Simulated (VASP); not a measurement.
# Si4HC4 in VASP: notebook

Runs on Si4HC4. Level: PBE. Tasks: single point.

Program: VASP 6.6.1. These are calculated values, not measurements. Logs are shortened: lines on timing, memory, paths and dates and some standing lists are left out, and cuts for length are marked.

### 1 The cell of the first run

The cell holds a slab with vacuum, 9 atoms: a = 3.092 Å, b = 5.074 Å, c = 18.969 Å, α = 90.00°, β = 90.00°, γ = 90.00°.

### 2 Single point, PBE, collinear spin

Input file INCAR:

```
SYSTEM = Si4HC4
  PREC = Accurate
  ENCUT = 520
  EDIFF = 1E-6
  ISMEAR = 0
  SIGMA = 0.05
  LREAL = .False.
  LASPH = .True.
  NELM = 150
  ALGO = Normal
  ISIF = 2
  LWAVE = .False.
  LCHARG = .True.
  ISPIN = 2
  MAGMOM = 0 0 0 0 0 0 0 0 1
  LORBIT = 11
  LDIPOL = .True.
  IDIPOL = 3
  DIPOL = 0.5 0.5 0.300
  GGA = PE
  LELF = .True.
  LVHAR = .True.
  LVACPOTAV = .True.
  NBANDS = 30
```

Input file KPOINTS:

```
Automatic mesh
0
Gamma
  9 5 1
  0 0 0
```

Input file POSCAR:

```
Si4HC4
1.0
    3.0920147307      0.0000000000      0.0000000000
    0.0000000000      5.0738209340      0.0000000000
    0.0000000000      0.0000000000     18.9686857191
Si C H
4 4 1
Direct
    0.0000000000      0.9954360513      0.2108738612
    0.5000000000      0.4954360513      0.2579297186
    0.5000000000      0.9936728499      0.3565277206
    0.0000000000      0.4650509319      0.3853429995
    0.0000000000      0.6195639487      0.2108738612
    0.5000000000      0.1195639487      0.2579297186
    0.5000000000      0.6250367811      0.3569005390
    0.0000000000      0.1238202602      0.3937376490
    0.0000000000      0.7904869269      0.2695357034
```

Potentials or basis: VASP PAW PBE potentials, release 64 (Si, C, H).

Started as:

```sh
> cat potpaw_PBE.64/Si/POTCAR potpaw_PBE.64/C/POTCAR potpaw_PBE.64/H/POTCAR > POTCAR
> mpirun -np 1 vasp_std > vasp.out
```

OUTCAR:

```text
SYSTEM = Si4HC4
   PREC = Accurate
   ENCUT = 520
   EDIFF = 1E-6
   ISMEAR = 0
   LREAL = .False.
   LASPH = .True.
   NELM = 150
   ISIF = 2
   ISPIN = 2
   LORBIT = 11
   GGA = PE

 ion  position               nearest neighbor table
   1  0.000  0.995  0.211-   9 1.52   6 1.89   6 1.89   5 1.91   2 3.10   2 3.10   2 3.10   2 3.10

   2  0.500  0.495  0.258-   5 1.89   5 1.89   6 1.91   7 1.99   4 2.87   4 2.87   1 3.10   1 3.10
                             1 3.10   1 3.10   3 3.14
   3  0.500  0.994  0.357-   8 1.82   8 1.82   7 1.87   6 1.98   4 2.90   4 2.90   4 3.14   4 3.14
                             2 3.14
   4  0.000  0.465  0.385-   8 1.74   7 1.83   7 1.83   2 2.87   2 2.87   3 2.90   3 2.90   3 3.14
                             3 3.14
   5  0.000  0.620  0.211-   9 1.41   2 1.89   2 1.89   1 1.91
   6  0.500  0.120  0.258-   1 1.89   1 1.89   2 1.91   3 1.98
   7  0.500  0.625  0.357-   4 1.83   4 1.83   3 1.87   2 1.99
   8  0.000  0.124  0.394-   4 1.74   3 1.82   3 1.82
   9  0.000  0.790  0.270-   5 1.41   1 1.52

  LATTYP: Found a simple orthorhombic cell.
 ALAT       =     3.0920147307
 B/A-ratio  =     1.6409433253
 C/A-ratio  =     6.1347332957

  Lattice vectors:

 A1 = (   3.0920147307,   0.0000000000,   0.0000000000)
 A2 = (   0.0000000000,   5.0738209340,   0.0000000000)
 A3 = (   0.0000000000,   0.0000000000,  18.9686857191)

Analysis of symmetry for initial positions (statically):
=====================================================================
 Subroutine PRICEL returns:
 Original cell was already a primitive cell.

 Routine SETGRP: Setting up the symmetry group for a
 simple orthorhombic supercell.

 Subroutine GETGRP returns: Found  2 space group operations
 (whereof  2 operations were pure point group operations)
 out of a pool of  8 trial point group operations.

The static configuration has the point symmetry C_1h.

Analysis of symmetry for dynamics (positions and initial velocities):
=====================================================================
 Subroutine PRICEL returns:
 Original cell was already a primitive cell.

 Routine SETGRP: Setting up the symmetry group for a
 simple orthorhombic supercell.

 Subroutine GETGRP returns: Found  2 space group operations
 (whereof  2 operations were pure point group operations)
 out of a pool of  8 trial point group operations.

The dynamic configuration has the point symmetry C_1h.

Analysis of structural, dynamic, and magnetic symmetry:
=====================================================================
 Subroutine PRICEL returns:
 Original cell was already a primitive cell.

 Routine SETGRP: Setting up the symmetry group for a
 simple orthorhombic supercell.

 Subroutine GETGRP returns: Found  2 space group operations
 (whereof  2 operations were pure point group operations)
 out of a pool of  8 trial point group operations.

The overall configuration has the point symmetry C_1h.

 Subroutine INISYM returns: Found  2 space group operations
 (whereof  2 operations are pure point group operations),
 and found     1 'primitive' translations

----------------------------------------------------------------------------------------

                                     Primitive cell

  volume of cell :     297.5870

  direct lattice vectors                    reciprocal lattice vectors
     3.092014731  0.000000000  0.000000000     0.323413724  0.000000000  0.000000000
     0.000000000  5.073820934  0.000000000     0.000000000  0.197090125  0.000000000
     0.000000000  0.000000000 18.968685719     0.000000000  0.000000000  0.052718465

  length of vectors
     3.092014731  5.073820934 18.968685719     0.323413724  0.197090125  0.052718465

  position of ions in fractional coordinates (direct lattice)
     0.000000000  0.995436051  0.210873861
     0.500000000  0.495436051  0.257929719
     0.500000000  0.993672850  0.356527721
     0.000000000  0.465050932  0.385342999
     0.000000000  0.619563949  0.210873861
     0.500000000  0.119563949  0.257929719
     0.500000000  0.625036781  0.356900539
     0.000000000  0.123820260  0.393737649
     0.000000000  0.790486927  0.269535703

  ion indices of the primitive-cell ions
   primitive index   ion index
                 1           1
                 2           2
                 3           3
                 4           4
                 5           5
                 6           6
                 7           7
                 8           8
                 9           9

----------------------------------------------------------------------------------------

 KPOINTS: Automatic mesh

Automatic generation of k-mesh.
 Grid dimensions read from file:
 generate k-points for:    9    5    1

 Generating k-lattice:

  Cartesian coordinates                     Fractional coordinates (reciprocal lattice)
     0.035934858  0.000000000  0.000000000     0.111111111  0.000000000  0.000000000
     0.000000000  0.039418025  0.000000000     0.000000000  0.200000000  0.000000000
     0.000000000  0.000000000  0.052718465     0.000000000  0.000000000  1.000000000

  Length of vectors
     0.035934858  0.039418025  0.052718465

  Shift w.r.t. Gamma in fractional coordinates (k-lattice)
     0.000000000  0.000000000  0.000000000

 Subroutine IBZKPT returns following result:
 ===========================================

 Found     15 irreducible k-points:

 Following reciprocal coordinates:
            Coordinates               Weight
  0.000000  0.000000  0.000000      1.000000
  0.111111  0.000000  0.000000      2.000000
  0.222222  0.000000  0.000000      2.000000
  0.333333  0.000000  0.000000      2.000000
  0.444444  0.000000  0.000000      2.000000
  0.000000  0.200000  0.000000      2.000000
  0.111111  0.200000  0.000000      4.000000
  0.222222  0.200000  0.000000      4.000000
  0.333333  0.200000  0.000000      4.000000
  0.444444  0.200000  0.000000      4.000000
  0.000000  0.400000  0.000000      2.000000
  0.111111  0.400000  0.000000      4.000000
  0.222222  0.400000  0.000000      4.000000
  0.333333  0.400000  0.000000      4.000000
  0.444444  0.400000  0.000000      4.000000
   k-points           NKPTS =     15   k-points in BZ     NKDIM =     15   number of bands    NBANDS=     30
   number of dos      NEDOS =    301   number of ions     NIONS =      9
   total plane-waves  NPLWV = 138240
   dimension x,y,z NGX =    24 NGY =   40 NGZ =  144
   dimension x,y,z NGXF=    48 NGYF=   80 NGZF=  288
   ions per type =               4   4   1
   NGX,Y,Z   is equivalent  to a cutoff of  12.90, 13.11, 12.62 a.u.
   NGXF,Y,Z  is equivalent  to a cutoff of  25.81, 26.21, 25.24 a.u.
 SYSTEM =  Si4HC4
   PREC   = accura    normal or accurate (medium, high low for compatibility)
   ISTART =      0    job   : 0-new  1-cont  2-samecut
   ICHARG =      2    charge: 1-file 2-atom 10-const
   ISPIN  =      2    spin polarized calculation?
   LNONCOLLINEAR =      F non collinear calculations
   LSORBIT =      F    spin-orbit coupling
   LASPH  =      T    aspherical Exc in radial PAW
   ENCUT  =  520.0 eV  38.22 Ry    6.18 a.u.   5.75  9.43 35.27*2*pi/ulx,y,z
   NELM   =    150;   NELMIN=  2; NELMDL= -5     # of ELM steps
   EDIFF  = 0.1E-05   stopping-criterion for ELM
   LREAL  =      F    real-space projection
[... 7 lines left out ...]
   TEBEG  =    0.0;   TEEND  =   0.0 temperature during run
   PSTRESS=    0.0 pullay stress
   NELECT =      33.0000    total number of electrons
   NUPDOWN=      -1.0000    fix difference up-down
   EMIN   =  10.00;   EMAX   =-10.00  energy-range for DOS
   EFERMI =   0.00;   METHOD = LEGACY
   ISMEAR =     0;   SIGMA  =   0.05  broadening in eV -4-tet -1-fermi 0-gaus
   EFERMI_NEDOS =   21; number of points for ismear=-14 and -15
   IALGO  =     38    algorithm
   IMIX   =      4    mixing-type and parameters
     AMIX     =   0.40;   BMIX     =  1.00
     AMIX_MAG =   1.60;   BMIX_MAG =  1.00
  volume/ion in A,a.u.               =      33.07       223.14
  Fermi-wavevector in a.u.,A,eV,Ry     =   0.786517  1.486302  8.416688  0.618609
  Thomas-Fermi vector in A             =   1.891072
   LORBIT       =     11    0 simple, 1 ext, 2 COOP (PROOUT), +10 PAW based schemes
   GGA     = PE    functional components
   LHFCALC =     F    Hartree Fock is set to
   AEXX    =    0.0000 exact exchange contribution
   IVDW    =     0    specifies the selected vdW correction
   LEPSILON=     F    determine dielectric tensor
   LRPA    =     F    only Hartree local field effects (RPA)
 spin polarized calculation
 Gauss-broadening in eV      SIGMA  =   0.05
  energy-cutoff  :      520.00
  volume of cell :      297.59
 maximum number of plane-waves:      8052
 NGX is ok and might be reduce to    24
   NGX = 11   NGY = 19   NGZ = 71

 dipolmoment           0.000000      0.000000      0.001521 electrons x Angstroem

 number of electron      32.9999998 magnetization       0.4667206

 dipolmoment           0.000000      0.000000     -0.006150 electrons x Angstroem

 Free energy of the ion-electron system (eV)
  ---------------------------------------------------
  ext. energy  EPLUGINS =         0.00000000
  ---------------------------------------------------
  free energy    TOTEN  =       -57.09964462 eV

  energy without entropy =      -57.09671393  energy(sigma->0) =      -57.09817928

 E-fermi :  -0.3499     XC(G=0):  -4.1027

 val. band max:       -0.3866268013   @ k =   0.0000   0.0000   0.0000
 cond. band min:      -0.3358513693   @ k =   0.2222   0.2000   0.0000
 fundamental gap:      0.0507754320
 Fermi energy:        -0.3499130788

 spin component 1

 k-point     1 :       0.0000    0.0000    0.0000
  band No.  band energies     occupation
      1     -17.2863      1.00000
      2     -15.3008      1.00000
      3     -13.3676      1.00000
      4     -12.0638      1.00000
      5     -10.6210      1.00000
      6      -9.1957      1.00000
[... 20 lines left out ...]
     27       5.1737      0.00000
[... 411 lines left out ...]
      5      -9.8358      1.00000
      6      -9.7258      1.00000
[... 20 lines left out ...]
     27       5.9229      0.00000
     28       6.3892      0.00000
 Fermi energy:        -0.3499130788

 spin component 2

 k-point     1 :       0.0000    0.0000    0.0000
  band No.  band energies     occupation
      1     -17.2528      1.00000
      2     -15.2755      1.00000
      3     -13.3111      1.00000
      4     -12.0234      1.00000
      5     -10.5980      1.00000
      6      -9.1312      1.00000
[... 20 lines left out ...]
     27       5.2470      0.00000
[... 411 lines left out ...]
      5      -9.8175      1.00000
      6      -9.6701      1.00000
[... 20 lines left out ...]
     27       6.0236      0.00000
     28       6.4796      0.00000
 [bands above 28 left out]

------------------------ aborting loop because EDIFF is reached ----------------------------------------

  FORCE on cell =-STRESS in cart. coord.  units (eV):
  Direction    XX          YY          ZZ          XY          YZ          ZX
  --------------------------------------------------------------------------------------
  -------------------------------------------------------------------------------------
  Total        5.9390827      5.0880650     -0.8681541      0.0000000     -2.8506401      0.0000000
  in kB       31.9754029     27.3936122     -4.6740512      0.0000000    -15.3475493      0.0000000
  external PRESSURE =      18.2316546 kB  Pullay stress =       0.0000000 kB

 VOLUME and BASIS-vectors are now :
 -----------------------------------------------------------------------------
  energy-cutoff  :      520.00
  volume of cell :      297.59
      direct lattice vectors                 reciprocal lattice vectors
     3.092014731  0.000000000  0.000000000     0.323413724  0.000000000  0.000000000
     0.000000000  5.073820934  0.000000000     0.000000000  0.197090125  0.000000000
     0.000000000  0.000000000 18.968685719     0.000000000  0.000000000  0.052718465

 POSITION                                       TOTAL-FORCE (eV/Angst)
 -----------------------------------------------------------------------------------
      0.00000      5.05066      4.00000         0.000000      1.703935     -1.431154
      1.54601      2.51375      4.89259         0.000000     -1.383355     -0.956401
      1.54601      5.04172      6.76286         0.000000      0.711682      0.249768
      0.00000      2.35959      7.30945         0.000000     -0.215263      0.295511
      0.00000      3.14356      4.00000         0.000000      1.363003      2.685984
      1.54601      0.60665      4.89259         0.000000      0.298744     -0.305695
      1.54601      3.17132      6.76993         0.000000     -0.040210     -0.666211
      0.00000      0.62824      7.46869         0.000000     -0.132316      0.141392
      0.00000      4.01079      5.11274         0.000000     -2.306219     -0.013196
 -----------------------------------------------------------------------------------
    total drift:                                0.000000     -0.000176      0.000012

  FREE ENERGIE OF THE ION-ELECTRON SYSTEM (eV)
  ---------------------------------------------------
  free  energy   TOTEN  =       -57.0996446235 eV

  energy  without entropy=      -57.0967139332  energy(sigma->0) =      -57.09817928

 vacuum level on the upper side and lower side of the slab         3.920         3.990

 total charge

# of ion       s       p       d       tot
------------------------------------------
    1        0.764   0.925   0.000   1.689
    2        0.709   0.927   0.000   1.637
    3        0.711   0.967   0.000   1.678
    4        0.749   0.989   0.000   1.738
    5        0.892   1.511   0.000   2.404
    6        0.849   1.637   0.000   2.486
    7        0.848   1.699   0.000   2.547
    8        0.862   1.669   0.000   2.531
    9        0.553   0.041   0.000   0.594
--------------------------------------------------
tot          6.938  10.365   0.000  17.304

 magnetization (x)

# of ion       s       p       d       tot
------------------------------------------
    1        0.024   0.073   0.000   0.098
    2        0.001   0.003   0.000   0.005
    3        0.003   0.006   0.000   0.008
    4       -0.000  -0.001   0.000  -0.001
    5        0.007   0.025   0.000   0.032
    6        0.004   0.038   0.000   0.042
    7        0.002   0.003   0.000   0.004
    8        0.002   0.013   0.000   0.014
    9       -0.003   0.001   0.000  -0.002
--------------------------------------------------
tot          0.040   0.161   0.000   0.201
```

Wall time 5.8 min (1 thread of AMD EPYC 9R45 (Zen 5), shared host); peak memory 0.52 GiB.

What came out:

```yaml
Free_energy: -57.0996 eV
Largest_force: 3.012 eV/Å
Net_moment: 0.47 μB per cell
Site_moments: Si +0.10, +0.01, -0.00 (each value once); C +0.03, +0.04, +0.00, +0.01; H -0.00 μB
Valence_electrons_inside_the_program's_atomic_spheres: Si 1.69, 1.64, 1.68, 1.74; C 2.40, 2.49, 2.55, 2.53; H 0.59
```

Forces in eV/Å, atoms in the order of the input:
```
Si   0.000  1.704 -1.431
Si   0.000 -1.383 -0.956
Si   0.000  0.712  0.250
Si   0.000 -0.215  0.296
C    0.000  1.363  2.686
C    0.000  0.299 -0.306
C    0.000 -0.040 -0.666
C    0.000 -0.132  0.141
H    0.000 -2.306 -0.013
```

Levels at points of the mesh, in eV from the Fermi level:
Spin up:
```csv
k point,band 15,band 16,band 17,band 18,band 19,band 20
"(0.00, 0.00, 0.00)",-1.72,-1.71,-0.04,0.87,1.59,2.11
```
Spin down:
| k point | band 14 | band 15 | band 16 | band 17 | band 18 | band 19 |
| --- | --- | --- | --- | --- | --- | --- |
| (0.00, 0.00, 0.00) | -2.28 | -1.67 | -1.65 | 0.47 | 0.96 | 1.68 |

### 3 Single point, PBE, collinear spin

Input file INCAR:

```
SYSTEM = Si4HC4
PREC = Accurate
ENCUT = 520
EDIFF = 1E-6
ISMEAR = 0
SIGMA = 0.05
LREAL = .FALSE.
LASPH = .TRUE.
NELM = 150
ALGO = Normal
ISIF = 2
LWAVE = .FALSE.
LCHARG = .TRUE.
ISPIN = 2
MAGMOM = 0 0 0 0 0 0 0 0 1
LORBIT = 11
LDIPOL = .TRUE.
IDIPOL = 3
DIPOL = 0.5 0.5 0.321
GGA = PE
LELF = .TRUE.
LVHAR = .TRUE.
LVACPOTAV = .TRUE.
NBANDS = 30
```

Input file KPOINTS:

```
Automatic mesh
0
G
  9 5 1
  0 0 0
```

POSCAR: that of step 2 with these lines changed.

```diff
@@ -16,2 +16,2 @@
     0.0000000000      0.1238202602      0.3937376490
-    0.0000000000      0.7904869269      0.2695357034
+    0.0000000000      0.2904869269      0.4572526526
```

Potentials or basis: VASP PAW PBE potentials, release 64 (Si, C, H).

Started as:

```sh
> cat potpaw_PBE.64/Si/POTCAR potpaw_PBE.64/C/POTCAR potpaw_PBE.64/H/POTCAR > POTCAR
> mpirun -np 1 vasp_std > vasp.out
```

OUTCAR:

```text
SYSTEM = Si4HC4
   PREC = Accurate
   ENCUT = 520
   EDIFF = 1E-6
   ISMEAR = 0
   LREAL = .FALSE.
   LASPH = .TRUE.
   NELM = 150
   ISIF = 2
   ISPIN = 2
   LORBIT = 11
   GGA = PE

 ion  position               nearest neighbor table
   1  0.000  0.995  0.211-   6 1.89   6 1.89   5 1.91   2 3.10   2 3.10   2 3.10   2 3.10
   2  0.500  0.495  0.258-   5 1.89   5 1.89   6 1.91   7 1.99   4 2.87   4 2.87   1 3.10   1 3.10
                             1 3.10   1 3.10   3 3.14
   3  0.500  0.994  0.357-   8 1.82   8 1.82   7 1.87   6 1.98   4 2.90   4 2.90   4 3.14   4 3.14
                             2 3.14
   4  0.000  0.465  0.385-   9 1.63   8 1.74   7 1.83   7 1.83   2 2.87   2 2.87   3 2.90   3 2.90
                             3 3.14   3 3.14
   5  0.000  0.620  0.211-   2 1.89   2 1.89   1 1.91
   6  0.500  0.120  0.258-   1 1.89   1 1.89   2 1.91   3 1.98
   7  0.500  0.625  0.357-   4 1.83   4 1.83   3 1.87   2 1.99
[... 1184 lines left out ...]
 -----------------------------------------------------------------------------------
    total drift:                                0.000000     -0.000174     -0.000087

  FREE ENERGIE OF THE ION-ELECTRON SYSTEM (eV)
  ---------------------------------------------------
  free  energy   TOTEN  =       -57.3721670693 eV

  energy  without entropy=      -57.3697028245  energy(sigma->0) =      -57.37093495

 vacuum level on the upper side and lower side of the slab         3.322         4.504

 total charge

# of ion       s       p       d       tot
------------------------------------------
    1        0.751   0.865   0.000   1.616
    2        0.708   0.925   0.000   1.633
    3        0.707   0.968   0.000   1.675
    4        0.738   1.017   0.000   1.755
    5        0.858   1.528   0.000   2.386
    6        0.847   1.634   0.000   2.480
    7        0.849   1.695   0.000   2.545
    8        0.873   1.679   0.000   2.551
    9        0.492   0.025   0.000   0.517
--------------------------------------------------
tot          6.823  10.336   0.000  17.159

 magnetization (x)

# of ion       s       p       d       tot
------------------------------------------
    1        0.008   0.025   0.000   0.033
    2        0.002   0.003   0.000   0.005
    3        0.003   0.009   0.000   0.012
    4        0.009   0.045   0.000   0.054
    5        0.002   0.004   0.000   0.005
    6        0.007   0.009   0.000   0.016
    7        0.005   0.014   0.000   0.019
    8        0.019   0.082   0.000   0.101
    9        0.013   0.005   0.000   0.018
--------------------------------------------------
tot          0.068   0.196   0.000   0.264
```

Wall time 5.6 min (1 thread of AMD EPYC 9R45 (Zen 5), shared host); peak memory 0.53 GiB.

What came out:

```yaml
Free_energy: -57.3722 eV
Largest_force: 2.880 eV/Å
Net_moment: 0.65 μB per cell
Site_moments: Si +0.03, +0.01, +0.05 (each value once); C +0.01, +0.02, +0.10 (each value once); H +0.02 μB
Valence_electrons_inside_the_program's_atomic_spheres: Si 1.62, 1.63, 1.68, 1.75; C 2.39, 2.48, 2.54, 2.55; H 0.52
```

Forces in eV/Å, atoms in the order of the input:
```
Si   0.000 -1.816  1.573
Si   0.000  0.818 -2.762
Si   0.000 -0.924 -1.106
Si   0.000  2.727  0.048
C    0.000  0.846  1.540
C    0.000  0.293  0.173
C    0.000 -0.292 -0.183
C    0.000 -0.850  0.736
H    0.000 -0.802 -0.019
```
